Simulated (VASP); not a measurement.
# Ga3Se (Pm-3m) in VASP: notebook

The runs below take Ga3Se through relaxation of cell and atoms, with PBE, PBEsol.

Everything below comes from runs of VASP 6.6.1. Logs are shortened: lines on timing, memory, paths and dates and some standing lists are left out, and cuts for length are marked.

### 1 The cell of the first run

The structure is cubic, space group Pm-3m (No. 221). The conventional cell has a = 4.432 Å, b = 4.432 Å, c = 4.432 Å, α = 90.00°, β = 90.00°, γ = 90.00°. Se (site symmetry m-3m) has 12 Ga at 3.13 Å within 4.1 Å. Ga (site symmetry 4/mmm) has 4 Se at 3.13 Å and 8 Ga at 3.13 Å within 4.1 Å.

### 2 Relaxation of cell and atoms, PBE

Contents of INCAR:

```
SYSTEM = Ga3Se
PREC     = Accurate       ! precision mode
ENCUT    = 600            ! plane-wave cutoff, eV
EDIFF    = 1E-6           ! SCF threshold, eV
ISMEAR   = -1             ! smearing method
SIGMA    = 0.05           ! smearing width, eV
LREAL    = .False.        ! projectors in reciprocal space
LASPH    = .True.         ! aspherical terms in the spheres
NELM     = 80             ! most SCF steps
ALGO     = Normal         ! electronic algorithm
ISIF     = 3              ! what is computed and relaxed
LWAVE    = .False.        ! write WAVECAR
LCHARG   = .False.        ! write CHGCAR
GGA      = PE             ! functional
IBRION   = 2              ! ionic algorithm
NSW      = 60             ! ionic steps
EDIFFG   = -0.01          ! ionic threshold
```

Contents of KPOINTS:

```
regular mesh
0
Gamma
  6 6 6
  0 0 0
```

Contents of POSCAR:

```
Ga3Se
1.0
    4.4324650000      0.0000000000      0.0000000000
    0.0000000000      4.4324650000      0.0000000000
    0.0000000000      0.0000000000      4.4324650000
Se Ga
1 3
Direct
    0.0000000000      0.0000000000      0.0000000000
    0.5000000000      0.5000000000      0.0000000000
    0.5000000000      0.0000000000      0.5000000000
    0.0000000000      0.5000000000      0.5000000000
```

Potentials or basis: VASP PAW PBE potentials, release 64 (Se, Ga_d).

Launch:

```
$ cat potpaw_PBE.64/Se/POTCAR potpaw_PBE.64/Ga_d/POTCAR > POTCAR
$ mpirun -np 1 vasp_std > vasp.out
```

OUTCAR:

```text
SYSTEM = Ga3Se
   PREC = Accurate
   ENCUT = 600
   EDIFF = 1E-6
   ISMEAR = -1
   LREAL = .False.
   LASPH = .True.
   NELM = 80
   ISIF = 3
   GGA = PE
   IBRION = 2
   NSW = 60
   EDIFFG = -0.01

 ion  position               nearest neighbor table
   1  0.000  0.000  0.000-
   2  0.500  0.500  0.000-
   3  0.500  0.000  0.500-
   4  0.000  0.500  0.500-

  LATTYP: Found a simple cubic cell.
 ALAT       =     4.4324650000

  Lattice vectors:

 A1 = (   4.4324650000,   0.0000000000,   0.0000000000)
 A2 = (   0.0000000000,   4.4324650000,   0.0000000000)
 A3 = (   0.0000000000,   0.0000000000,   4.4324650000)

Analysis of symmetry for initial positions (statically):
=====================================================================
 Subroutine PRICEL returns:
 Original cell was already a primitive cell.

 Routine SETGRP: Setting up the symmetry group for a
 simple cubic supercell.

 Subroutine GETGRP returns: Found 48 space group operations
 (whereof 48 operations were pure point group operations)
 out of a pool of 48 trial point group operations.

The static configuration has the point symmetry O_h .

Analysis of symmetry for dynamics (positions and initial velocities):
=====================================================================
 Subroutine PRICEL returns:
 Original cell was already a primitive cell.

 Routine SETGRP: Setting up the symmetry group for a
 simple cubic supercell.

 Subroutine GETGRP returns: Found 48 space group operations
 (whereof 48 operations were pure point group operations)
 out of a pool of 48 trial point group operations.

The dynamic configuration has the point symmetry O_h .

 Subroutine INISYM returns: Found 48 space group operations
 (whereof 48 operations are pure point group operations),
 and found     1 'primitive' translations

----------------------------------------------------------------------------------------

                                     Primitive cell

  volume of cell :      87.0835

  direct lattice vectors                    reciprocal lattice vectors
     4.432465000  0.000000000  0.000000000     0.225608098  0.000000000  0.000000000
     0.000000000  4.432465000  0.000000000     0.000000000  0.225608098  0.000000000
     0.000000000  0.000000000  4.432465000     0.000000000  0.000000000  0.225608098

  length of vectors
     4.432465000  4.432465000  4.432465000     0.225608098  0.225608098  0.225608098

[... 67 lines left out ...]
   NGX,Y,Z   is equivalent  to a cutoff of  13.50, 13.50, 13.50 a.u.
   NGXF,Y,Z  is equivalent  to a cutoff of  27.00, 27.00, 27.00 a.u.
 SYSTEM =  Ga3Se
   PREC   = accura    normal or accurate (medium, high low for compatibility)
   ISTART =      0    job   : 0-new  1-cont  2-samecut
   ICHARG =      2    charge: 1-file 2-atom 10-const
   ISPIN  =      1    spin polarized calculation?
   LNONCOLLINEAR =      F non collinear calculations
   LSORBIT =      F    spin-orbit coupling
   LASPH  =      T    aspherical Exc in radial PAW
   ENCUT  =  600.0 eV  44.10 Ry    6.64 a.u.   8.85  8.85  8.85*2*pi/ulx,y,z
   NELM   =     80;   NELMIN=  2; NELMDL= -5     # of ELM steps
   EDIFF  = 0.1E-05   stopping-criterion for ELM
   LREAL  =      F    real-space projection
   EDIFFG = -.1E-01   stopping-criterion for IOM
   NSW    =     60    number of steps for IOM
   IBRION =      2    ionic relax: 0-MD 1-quasi-New 2-CG
   NFREE  =      1    steps in history (QN), initial steepest desc. (CG)
   ISIF   =      3    stress and relaxation
   ISYM   =      2    0-nonsym 1-usesym 2-fastsym
   POTIM  = 0.5000    time-step for ionic-motion
   TEBEG  =    0.0;   TEEND  =   0.0 temperature during run
   PSTRESS=    0.0 pullay stress
   NELECT =      45.0000    total number of electrons
   NUPDOWN=      -1.0000    fix difference up-down
   EMIN   =  10.00;   EMAX   =-10.00  energy-range for DOS
   EFERMI =   0.00;   METHOD = LEGACY
   ISMEAR =    -1;   SIGMA  =   0.05  broadening in eV -4-tet -1-fermi 0-gaus
   EFERMI_NEDOS =   21; number of points for ismear=-14 and -15
   IALGO  =     38    algorithm
   IMIX   =      4    mixing-type and parameters
     AMIX     =   0.40;   BMIX     =  1.00
     AMIX_MAG =   1.60;   BMIX_MAG =  1.00
  volume/ion in A,a.u.               =      21.77       146.92
  Fermi-wavevector in a.u.,A,eV,Ry     =   1.313713  2.482557 23.481488  1.725841
  Thomas-Fermi vector in A             =   2.444016
   LORBIT       =      0    0 simple, 1 ext, 2 COOP (PROOUT), +10 PAW based schemes
   GGA     = PE    functional components
   LHFCALC =     F    Hartree Fock is set to
   AEXX    =    0.0000 exact exchange contribution
   IVDW    =     0    specifies the selected vdW correction
   LEPSILON=     F    determine dielectric tensor
   LRPA    =     F    only Hartree local field effects (RPA)
 conjugate gradient relaxation of ions
 non-spin polarized calculation
  energy-cutoff  :      600.00
  volume of cell :       87.08
 maximum number of plane-waves:      2945
 NGX is ok and might be reduce to    36
   NGX = 17   NGY = 17   NGZ = 17

--------------------------------------- Ionic step        1  -------------------------------------------

 number of electron      44.9999944 magnetization

 Free energy of the ion-electron system (eV)
  ---------------------------------------------------
  ext. energy  EPLUGINS =         0.00000000
  ---------------------------------------------------
  free energy    TOTEN  =       -12.42303752 eV

  energy without entropy =      -12.41220113  energy(sigma->0) =      -12.41761932

------------------------ aborting loop because EDIFF is reached ----------------------------------------

  FORCE on cell =-STRESS in cart. coord.  units (eV):
  Direction    XX          YY          ZZ          XY          YZ          ZX
  --------------------------------------------------------------------------------------
  -------------------------------------------------------------------------------------
  Total       -0.2656149     -0.2656149     -0.2656149      0.0000000     -0.0000000      0.0000000
  in kB       -4.8868289     -4.8868289     -4.8868289      0.0000000     -0.0000000      0.0000000
  external PRESSURE =      -4.8868289 kB  Pullay stress =       0.0000000 kB
[... 139 lines left out ...]
--------------------------------------- Ionic step        5  -------------------------------------------

 number of electron      44.9999951 magnetization

 Free energy of the ion-electron system (eV)
  ---------------------------------------------------
  ext. energy  EPLUGINS =         0.00000000
  ---------------------------------------------------
  free energy    TOTEN  =       -12.42516501 eV

  energy without entropy =      -12.41479291  energy(sigma->0) =      -12.41997896

 E-fermi :   4.7562     XC(G=0): -10.3343

 val. band max:        4.7070359348   @ k =   0.5000   0.1667   0.0000
 cond. band min:       4.8816342020   @ k =   0.5000   0.3333   0.1667
 fundamental gap:      0.1745982672
 Fermi energy:         4.7562448743

 k-point     1 :       0.0000    0.0000    0.0000
  band No.  band energies     occupation
      1     -10.2989      2.00000
      2     -10.2745      2.00000
      3     -10.2745      2.00000
      4     -10.2745      2.00000
      5     -10.2213      2.00000
      6     -10.2213      2.00000
[... 620 lines left out ...]
  FREE ENERGIE OF THE ION-ELECTRON SYSTEM (eV)
  ---------------------------------------------------
  free  energy   TOTEN  =       -12.4251650084 eV

  energy  without entropy=      -12.4147929126  energy(sigma->0) =      -12.41997896

 reached required accuracy - stopping structural energy minimisation
```

OSZICAR:

```text
N       E                     dE             d eps       ncg     rms          rms(c)
DAV:   1     0.306910898387E+03    0.30691E+03   -0.24251E+04  1083   0.299E+03
DAV:   2     0.233651252393E+02   -0.28355E+03   -0.27923E+03  1136   0.543E+02
DAV:   3    -0.108844961802E+02   -0.34250E+02   -0.33127E+02  1287   0.148E+02
DAV:   4    -0.125170343522E+02   -0.16325E+01   -0.15898E+01  1206   0.290E+01
[... 37 lines left out ...]
DAV:   2    -0.124258174434E+02    0.24247E-02   -0.53881E-03  1227   0.993E-01    0.146E-01
DAV:   3    -0.124252347125E+02    0.58273E-03   -0.10983E-03  1355   0.400E-01    0.307E-02
DAV:   4    -0.124251856467E+02    0.49066E-04   -0.60341E-05  1180   0.796E-02    0.182E-02
DAV:   5    -0.124251658780E+02    0.19769E-04   -0.16432E-05  1325   0.419E-02    0.368E-03
DAV:   6    -0.124251650084E+02    0.86959E-06   -0.16280E-06   604   0.169E-02
   5 F= -.12425165E+02 E0= -.12419979E+02  d E =-.212749E-02
```

Wall time 2.3 min (1 thread of Intel Xeon 6975P-C (Granite Rapids), shared host); peak memory 0.23 GiB.

Results:

* Free energy: -12.4252 eV
* Relaxed volume: 21.47 Å³/atom
* Relaxed cell: a = 4.412 Å, b = 4.412 Å, c = 4.412 Å, α = 90.00°, β = 90.00°, γ = 90.00°
* Space group after relaxing (to 0.05 Å): Pm-3m (No. 221)
* Energy gained by relaxing: 0.5 meV/atom
* Ionic steps: 5
* Pressure after relaxing: 0.0 GPa

The path:
```csv
step,energy change (eV),largest force (eV/Å),pressure (GPa),volume (Å³)
1,0.0000,0.0000,-0.49,87.08
2,-0.0019,0.0000,-0.16,86.25
3,-0.0021,0.0000,-0.09,86.05
4,-0.0021,0.0000,0.11,85.64
5,-0.0021,0.0000,-0.01,85.86
```

Final structure:
```
CELL_PARAMETERS angstrom
4.41168 0.00000 0.00000
0.00000 4.41168 0.00000
0.00000 0.00000 4.41168
ATOMIC_POSITIONS crystal
Se 0.00000 0.00000 0.00000
Ga 0.50000 0.50000 0.00000
Ga 0.50000 0.00000 0.50000
Ga 0.00000 0.50000 0.50000
```

Levels at points of the mesh, in eV from the Fermi level:
```csv
k point,band 19,band 20,band 21,band 22,band 23,band 24,band 25,band 26,band 27
"(0.00, 0.00, 0.00)",-3.78,-3.78,-2.82,-2.82,1.62,1.62,1.62,4.45,4.45
"(0.50, 0.00, 0.00)",-2.83,-2.83,-2.12,-1.06,-0.28,-0.28,1.17,4.05,4.23
"(0.50, 0.50, 0.00)",-6.44,-2.19,-0.79,-0.69,-0.69,1.39,1.66,1.66,1.86
"(0.50, 0.50, 0.50)",-5.08,-4.94,-4.94,-4.94,-3.55,4.03,4.03,4.03,8.63
```

### 3 Relaxation of cell and atoms, PBEsol

Contents of INCAR:

```
PREC     = Accurate       # precision mode
ENCUT    = 600            # plane-wave cutoff, eV
EDIFF    = 1E-7           # SCF threshold, eV
ISMEAR   = -1             # smearing method
SIGMA    = 0.05           # smearing width, eV
LREAL    = F              # projectors in reciprocal space
LASPH    = T              # aspherical terms in the spheres
NELM     = 60             # most SCF steps
ALGO     = Normal         # electronic algorithm
ISIF     = 3              # what is computed and relaxed
LWAVE    = F              # write WAVECAR
LCHARG   = F              # write CHGCAR
GGA      = PS             # functional
IBRION   = 2              # ionic algorithm
NSW      = 60             # ionic steps
EDIFFG   = -0.01          # ionic threshold
```

Contents of KPOINTS:

```
Automatic mesh
0
Gamma
  6 6 6
```

POSCAR is that of step 2.

Potentials or basis: VASP PAW PBE potentials, release 64 (Se, Ga_d).

Launch:

```
$ cat potpaw_PBE.64/Se/POTCAR potpaw_PBE.64/Ga_d/POTCAR > POTCAR
$ mpirun -np 1 vasp_std > vasp.out
```

It took 1.9 min on 1 thread of Intel Xeon 6975P-C (Granite Rapids), shared host; peak memory 0.23 GiB.

It converged, with:

| Property | Result |
| --- | --- |
| Free energy | -14.0363 eV |
| Relaxed volume | 19.95 Å³/atom |
| Relaxed cell | a = 4.305 Å, b = 4.305 Å, c = 4.305 Å, α = 90.00°, β = 90.00°, γ = 90.00° |
| Space group after relaxing (to 0.05 Å) | Pm-3m (No. 221) |
| Energy gained by relaxing | 22.2 meV/atom |
| Ionic steps | 3 |
| Pressure after relaxing | 0.0 GPa |

Step by step:
```tsv
step	energy change (eV)	largest force (eV/Å)	pressure (GPa)	volume (Å³)
1	0.0000	0.0000	-3.60	87.08
2	-0.0859	0.0000	-0.78	81.06
3	-0.0888	0.0000	0.03	79.79
```

Final structure:
```
CELL_PARAMETERS angstrom
4.30518 0.00000 0.00000
0.00000 4.30518 0.00000
0.00000 0.00000 4.30518
ATOMIC_POSITIONS crystal
Se 0.00000 0.00000 0.00000
Ga 0.50000 0.50000 0.00000
Ga 0.50000 0.00000 0.50000
Ga 0.00000 0.50000 0.50000
```

Levels at points of the mesh, in eV from the Fermi level:
```tsv
k point	band 19	band 20	band 21	band 22	band 23	band 24	band 25	band 26	band 27
(0.00, 0.00, 0.00)	-4.12	-4.12	-2.72	-2.72	1.72	1.72	1.72	4.61	4.61
(0.50, 0.00, 0.00)	-3.07	-3.07	-1.86	-1.11	-0.43	-0.43	0.98	4.44	4.46
(0.50, 0.50, 0.00)	-6.73	-2.35	-0.90	-0.53	-0.53	1.58	1.59	1.59	1.90
(0.50, 0.50, 0.50)	-5.39	-5.17	-5.17	-5.17	-3.86	4.37	4.37	4.37	9.22
```

Caveat: the PAW data sets were made with another functional, which shifts forces and pressure a little.
